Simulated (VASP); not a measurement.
# Li16H16O (a cell with a defect) in VASP: a series of runs

Runs on Li16H16O (a cell with a defect). Level: PBE. Tasks: single point.

All numbers are computed with VASP 6.6.1; they aren't measurements. Logs are shortened: lines on timing, memory, paths and dates and some standing lists are left out, and cuts for length are marked.

**1. The cell of the first run**

The cell holds a defect, 33 atoms: a = 6.941 Å, b = 6.941 Å, c = 6.941 Å, α = 109.47°, β = 109.47°, γ = 109.47°.

**2. Single point, PBE (with an interstitial atom, then relaxed in part)**

Contents of INCAR:

```
PREC = Accurate
ENCUT = 520
EDIFF = 1E-6
ISMEAR = 0
SIGMA = 0.02
LREAL = Auto
LASPH = T
NELM = 100
ALGO = Normal
ISIF = 2
LWAVE = F
LCHARG = F
GGA = PE
NBANDS = 57
```

Contents of KPOINTS:

```
Automatic mesh
0
Gamma
  2 2 2
  0.5 0.5 0.5
```

Contents of POSCAR:

```
Li16H16O
1.0
   -4.0071000518     -4.0071000518      4.0071000518
   -4.0071000518      4.0071000518     -4.0071000518
    4.0071000518     -4.0071000518     -4.0071000518
Li H O
16 16 1
Direct
    0.7488974083      0.0313303665      0.2415567258
    1.0305580046      0.7491988342      0.2413067079
    0.2526595016      0.4973500183      0.2397472024
    0.7493318971      0.2528023321     -0.0129224015
    0.4969766686      0.2530647230      0.2397591399
    0.9933869562      0.9937747509      0.9917995610
    0.2524426988      0.7496951345     -0.0129246048
    0.7492958323      0.5052519400      0.7476896047
    0.4688765787      0.4691664738     -0.0396653361
    0.9939479317      0.2464510964      0.7366918912
    0.2461045852     -0.0057372652      0.7366557197
    0.7492918670      0.7496475482      0.4858113168
    0.5049498896      0.7496118492      0.7477028734
    1.0015840411      0.5051899098      0.4921626709
    0.2458912126      0.2462306237      0.4836809499
    0.5047604105      0.0019058692      0.4921964039
    0.5027125478      0.7498559961      0.2373484233
    0.7495236896      0.5027668424      0.2374681979
    0.0016442911      0.2589423330      0.2424697194
    0.4967977322      0.0066967725     -0.0098788941
    0.2586549407      0.0019492884      0.2425017849
    0.7505059095      0.7513537357      0.1352848378
    0.0064115368      0.4971486732     -0.0098752291
    0.4922870807      0.2401270791      0.7330281354
    0.2446684542      0.2449845266     -0.0139683636
    0.7493171022      0.0014331079      0.7376183352
    0.0011623936      0.7496709627      0.7376368315
    0.4974661780      0.4978306383      0.4859488544
    0.2397800698      0.4925749300      0.7330162135
    0.7492740235      0.2545884503      0.4910418622
   -0.0043472623     -0.0040134734      0.4834864382
    0.2541846967      0.7495938984      0.4909366029
    0.7492039538      0.7494539761      0.9929936216
```

Potentials or basis: VASP PAW PBE potentials, release 64 (Li_sv, H, O).

The run is started by

```sh
$ cat potpaw_PBE.64/Li_sv/POTCAR potpaw_PBE.64/H/POTCAR potpaw_PBE.64/O/POTCAR > POTCAR
$ mpirun -np 1 vasp_std > vasp.out
```

OUTCAR:

```text
PREC = Accurate
   ENCUT = 520
   EDIFF = 1E-6
   ISMEAR = 0
   LREAL = Auto
   LASPH = T
   NELM = 100
   ISIF = 2
   GGA = PE

 ion  position               nearest neighbor table
   1  0.749  0.031  0.242-  33 2.14
   2  0.031  0.749  0.241-  33 2.13
   3  0.253  0.497  0.240-
   4  0.749  0.253  0.987-
   5  0.497  0.253  0.240-
   6  0.993  0.994  0.992-  33 1.96
   7  0.252  0.750  0.987-
   8  0.749  0.505  0.748-  33 1.96
   9  0.469  0.469  0.960-  33 2.12
  10  0.994  0.246  0.737-
  11  0.246  0.994  0.737-
  12  0.749  0.750  0.486-
  13  0.505  0.750  0.748-  33 1.96
  14  0.002  0.505  0.492-
  15  0.246  0.246  0.484-
  16  0.505  0.002  0.492-
  17  0.503  0.750  0.237-
  18  0.750  0.503  0.237-
  19  0.002  0.259  0.242-
  20  0.497  0.007  0.990-
  21  0.259  0.002  0.243-
  22  0.751  0.751  0.135-  33 0.98
  23  0.006  0.497  0.990-
  24  0.492  0.240  0.733-
  25  0.245  0.245  0.986-
  26  0.749  0.001  0.738-
  27  0.001  0.750  0.738-
  28  0.497  0.498  0.486-
  29  0.240  0.493  0.733-
  30  0.749  0.255  0.491-
  31  0.996  0.996  0.483-
  32  0.254  0.750  0.491-
  33  0.749  0.749  0.993-  22 0.98   8 1.96   6 1.96  13 1.96   9 2.12   2 2.13   1 2.14

  LATTYP: Found a body centered cubic cell.
 ALAT       =     8.0142001036

  Lattice vectors:

 A1 = (  -4.0071000518,  -4.0071000518,   4.0071000518)
 A2 = (  -4.0071000518,   4.0071000518,  -4.0071000518)
 A3 = (   4.0071000518,  -4.0071000518,  -4.0071000518)

Analysis of symmetry for initial positions (statically):
=====================================================================
 Subroutine PRICEL returns:
 Original cell was already a primitive cell.

 Routine SETGRP: Setting up the symmetry group for a
 body centered cubic supercell.

 Subroutine GETGRP returns: Found  1 space group operations
 (whereof  1 operations were pure point group operations)
 out of a pool of 48 trial point group operations.

The static configuration has the point symmetry C_1 .

Analysis of symmetry for dynamics (positions and initial velocities):
=====================================================================
 Subroutine PRICEL returns:
 Original cell was already a primitive cell.

 Routine SETGRP: Setting up the symmetry group for a
 body centered cubic supercell.

 Subroutine GETGRP returns: Found  1 space group operations
 (whereof  1 operations were pure point group operations)
 out of a pool of 48 trial point group operations.

The dynamic configuration has the point symmetry C_1 .

 Subroutine INISYM returns: Found  1 space group operations
 (whereof  1 operations are pure point group operations),
 and found     1 'primitive' translations

----------------------------------------------------------------------------------------

                                     Primitive cell

  volume of cell :     257.3656

  direct lattice vectors                    reciprocal lattice vectors
    -4.007100052 -4.007100052  4.007100052    -0.124778517 -0.124778517  0.000000000
    -4.007100052  4.007100052 -4.007100052    -0.124778517  0.000000000 -0.124778517
     4.007100052 -4.007100052 -4.007100052     0.000000000 -0.124778517 -0.124778517

  length of vectors
     6.940500881  6.940500881  6.940500881     0.176463470  0.176463470  0.176463470

  position of ions in fractional coordinates (direct lattice)
     0.748897408  0.031330367  0.241556726
     0.030558005  0.749198834  0.241306708
     0.252659502  0.497350018  0.239747202
     0.749331897  0.252802332  0.987077599
     0.496976669  0.253064723  0.239759140
     0.993386956  0.993774751  0.991799561
[... 25 lines left out ...]
     0.254184697  0.749593898  0.490936603
     0.749203954  0.749453976  0.992993622

  ion indices of the primitive-cell ions
   primitive index   ion index
                 1           1
                 2           2
                 3           3
                 4           4
                 5           5
                 6           6
[... 25 lines left out ...]
                32          32
                33          33

----------------------------------------------------------------------------------------

 KPOINTS: Automatic mesh

Automatic generation of k-mesh.
 Grid dimensions read from file:
 generate k-points for:    2    2    2

 Generating k-lattice:

  Cartesian coordinates                     Fractional coordinates (reciprocal lattice)
    -0.062389258 -0.062389258  0.000000000     0.500000000  0.000000000  0.000000000
    -0.062389258  0.000000000 -0.062389258     0.000000000  0.500000000  0.000000000
     0.000000000 -0.062389258 -0.062389258     0.000000000  0.000000000  0.500000000

  Length of vectors
     0.088231735  0.088231735  0.088231735

  Shift w.r.t. Gamma in fractional coordinates (k-lattice)
     0.500000000  0.500000000  0.500000000

 Subroutine IBZKPT returns following result:
 ===========================================

 Found      4 irreducible k-points:

 Following reciprocal coordinates:
            Coordinates               Weight
  0.250000  0.250000  0.250000      2.000000
 -0.250000  0.250000  0.250000      2.000000
  0.250000 -0.250000  0.250000      2.000000
  0.250000  0.250000 -0.250000      2.000000
   k-points           NKPTS =      4   k-points in BZ     NKDIM =      4   number of bands    NBANDS=     57
   number of dos      NEDOS =    301   number of ions     NIONS =     33
   total plane-waves  NPLWV = 157464
   dimension x,y,z NGX =    54 NGY =   54 NGZ =   54
   dimension x,y,z NGXF=   108 NGYF=  108 NGZF=  108
   ions per type =              16  16   1
   NGX,Y,Z   is equivalent  to a cutoff of  12.93, 12.93, 12.93 a.u.
   NGXF,Y,Z  is equivalent  to a cutoff of  25.87, 25.87, 25.87 a.u.
 SYSTEM =  unknown system
   PREC   = accura    normal or accurate (medium, high low for compatibility)
   ISTART =      0    job   : 0-new  1-cont  2-samecut
   ICHARG =      2    charge: 1-file 2-atom 10-const
   ISPIN  =      1    spin polarized calculation?
   LNONCOLLINEAR =      F non collinear calculations
   LSORBIT =      F    spin-orbit coupling
   LASPH  =      T    aspherical Exc in radial PAW
   ENCUT  =  520.0 eV  38.22 Ry    6.18 a.u.  12.90 12.90 12.90*2*pi/ulx,y,z
   NELM   =    100;   NELMIN=  2; NELMDL= -5     # of ELM steps
   EDIFF  = 0.1E-05   stopping-criterion for ELM
   LREAL  =      T    real-space projection
   EDIFFG = 0.1E-04   stopping-criterion for IOM
   NSW    =      0    number of steps for IOM
   IBRION =     -1    ionic relax: 0-MD 1-quasi-New 2-CG
   NFREE  =      0    steps in history (QN), initial steepest desc. (CG)
   ISIF   =      2    stress and relaxation
   ISYM   =      2    0-nonsym 1-usesym 2-fastsym
   POTIM  = 0.5000    time-step for ionic-motion
   TEBEG  =    0.0;   TEEND  =   0.0 temperature during run
   PSTRESS=    0.0 pullay stress
   NELECT =      70.0000    total number of electrons
   NUPDOWN=      -1.0000    fix difference up-down
   EMIN   =  10.00;   EMAX   =-10.00  energy-range for DOS
   EFERMI =   0.00;   METHOD = LEGACY
   ISMEAR =     0;   SIGMA  =   0.02  broadening in eV -4-tet -1-fermi 0-gaus
   EFERMI_NEDOS =   21; number of points for ismear=-14 and -15
   IALGO  =     38    algorithm
   IMIX   =      4    mixing-type and parameters
     AMIX     =   0.40;   BMIX     =  1.00
     AMIX_MAG =   1.60;   BMIX_MAG =  1.00
  volume/ion in A,a.u.               =       7.80        52.63
  Fermi-wavevector in a.u.,A,eV,Ry     =   1.060695  2.004424 15.307569  1.125075
  Thomas-Fermi vector in A             =   2.196085
   LORBIT       =      0    0 simple, 1 ext, 2 COOP (PROOUT), +10 PAW based schemes
   GGA     = PE    functional components
   LHFCALC =     F    Hartree Fock is set to
   AEXX    =    0.0000 exact exchange contribution
   IVDW    =     0    specifies the selected vdW correction
   LEPSILON=     F    determine dielectric tensor
   LRPA    =     F    only Hartree local field effects (RPA)
 non-spin polarized calculation
 Gauss-broadening in eV      SIGMA  =   0.02
  energy-cutoff  :      520.00
  volume of cell :      257.37
 maximum number of plane-waves:      6927
 NGX is ok and might be reduce to    54
   NGX = 25   NGY = 25   NGZ = 25

 number of electron      69.9999996 magnetization

 Free energy of the ion-electron system (eV)
  ---------------------------------------------------
  ext. energy  EPLUGINS =         0.00000000
  ---------------------------------------------------
  free energy    TOTEN  =      -106.18111950 eV

  energy without entropy =     -106.18111950  energy(sigma->0) =     -106.18111950

 E-fermi :   0.4309     XC(G=0):  -8.6705

 val. band max:        0.2005847243   @ k =   0.2500   0.2500  -0.2500
 cond. band min:       4.0640125282   @ k =  -0.2500   0.2500   0.2500
 fundamental gap:      3.8634278039
 Fermi energy:         0.4309463381

 k-point     1 :       0.2500    0.2500    0.2500
  band No.  band energies     occupation
      1     -44.0431      2.00000
      2     -44.0375      2.00000
      3     -44.0304      2.00000
      4     -43.9447      2.00000
      5     -43.9446      2.00000
      6     -43.9435      2.00000
[... 39 lines left out ...]
     46       6.9396      0.00000
     47       6.9400      0.00000

 k-point     2 :      -0.2500    0.2500    0.2500
  band No.  band energies     occupation
      1     -44.0435      2.00000
      2     -44.0373      2.00000
      3     -44.0303      2.00000
      4     -43.9454      2.00000
      5     -43.9439      2.00000
      6     -43.9436      2.00000
[... 39 lines left out ...]
     46       6.6790      0.00000
     47       6.8385      0.00000

 k-point     3 :       0.2500   -0.2500    0.2500
  band No.  band energies     occupation
      1     -44.0435      2.00000
      2     -44.0374      2.00000
      3     -44.0303      2.00000
      4     -43.9454      2.00000
      5     -43.9440      2.00000
      6     -43.9435      2.00000
[... 39 lines left out ...]
     46       6.6780      0.00000
     47       6.8377      0.00000

 k-point     4 :       0.2500    0.2500   -0.2500
  band No.  band energies     occupation
      1     -44.0434      2.00000
      2     -44.0374      2.00000
      3     -44.0303      2.00000
      4     -43.9453      2.00000
      5     -43.9441      2.00000
      6     -43.9435      2.00000
[... 39 lines left out ...]
     46       6.6760      0.00000
     47       6.8356      0.00000
 [bands above 47 left out]

------------------------ aborting loop because EDIFF is reached ----------------------------------------

  FORCE on cell =-STRESS in cart. coord.  units (eV):
  Direction    XX          YY          ZZ          XY          YZ          ZX
  --------------------------------------------------------------------------------------
  -------------------------------------------------------------------------------------
  Total        1.6232771      1.6422312      1.6503882      0.7510383     -0.7917416      0.7623479
  in kB       10.1053813     10.2233760     10.2741557      4.6754359     -4.9288264      4.7458413
  external PRESSURE =      10.2009710 kB  Pullay stress =       0.0000000 kB

 VOLUME and BASIS-vectors are now :
 -----------------------------------------------------------------------------
  energy-cutoff  :      520.00
  volume of cell :      257.37
      direct lattice vectors                 reciprocal lattice vectors
    -4.007100052 -4.007100052  4.007100052    -0.124778517 -0.124778517  0.000000000
    -4.007100052  4.007100052 -4.007100052    -0.124778517  0.000000000 -0.124778517
     4.007100052 -4.007100052 -4.007100052     0.000000000 -0.124778517 -0.124778517

 POSITION                                       TOTAL-FORCE (eV/Angst)
 -----------------------------------------------------------------------------------
     -2.15851     -3.84330      1.90742        -0.008027      0.008716     -0.000347
     -2.15762      1.91273     -3.84661        -0.007344     -0.000245      0.008495
     -2.04467      0.01981     -1.94119         0.000343     -0.005584      0.001738
     -0.06033     -5.94496     -1.96568        -0.001159      0.001584      0.001072
     -2.04475     -1.93812      0.01664         0.000275      0.001119     -0.004033
     -3.98852     -3.97269     -3.97579        -0.001065      0.001565      0.002065
[... 25 lines left out ...]
     -2.05501      0.01792     -3.95239        -0.000148      0.005588     -0.000483
     -2.02625     -3.97802     -3.98003        -0.063183      0.062748      0.062379
 -----------------------------------------------------------------------------------
    total drift:                                0.006146      0.005432      0.004622

  FREE ENERGIE OF THE ION-ELECTRON SYSTEM (eV)
  ---------------------------------------------------
  free  energy   TOTEN  =      -106.1811194999 eV

  energy  without entropy=     -106.1811194999  energy(sigma->0) =     -106.18111950
```

Run time: 4.7 min. Hardware: 1 thread of Intel Xeon 8259CL, shared host; peak memory 0.39 GiB.

Results:

* Free energy: -106.1811 eV
* Largest force: 0.131 eV/Å
* Band gap on the k mesh: 3.86 eV

Forces in eV/Å, atoms in the order of the input:
```
Li  -0.008  0.009  0.000
Li  -0.007  0.000  0.008
Li   0.000 -0.006  0.002
Li  -0.001  0.002  0.001
Li   0.000  0.001 -0.004
Li  -0.001  0.002  0.002
Li  -0.001  0.001  0.002
Li  -0.003  0.006  0.001
Li   0.005  0.008  0.009
Li   0.001  0.002 -0.003
Li   0.002 -0.001  0.002
Li   0.017 -0.016 -0.014
Li  -0.003  0.001  0.006
Li  -0.003 -0.002 -0.001
Li   0.001  0.001  0.001
Li  -0.003 -0.001 -0.001
H    0.003  0.000 -0.003
H    0.002 -0.001  0.000
H   -0.002  0.002 -0.004
H   -0.002  0.001 -0.003
H   -0.002 -0.003  0.001
H    0.077 -0.076 -0.074
H   -0.001 -0.003  0.001
H    0.003  0.001  0.000
H   -0.005  0.000 -0.001
H   -0.002  0.001  0.003
H   -0.001  0.004  0.000
H   -0.005  0.002  0.002
H    0.003  0.000  0.001
H    0.000  0.000  0.006
H   -0.001 -0.003 -0.003
H    0.000  0.006  0.000
O   -0.063  0.063  0.062
```

Caveat: the k points lie up to 0.55 Å⁻¹ apart; the cell differs from its parent crystal (with an interstitial atom, then relaxed in part); the cutoff is under 1.25 times the usual one of these potentials, so pressure, stress and relaxed cells hold a basis-set (Pulay) error.

[end of part 1 of 2]
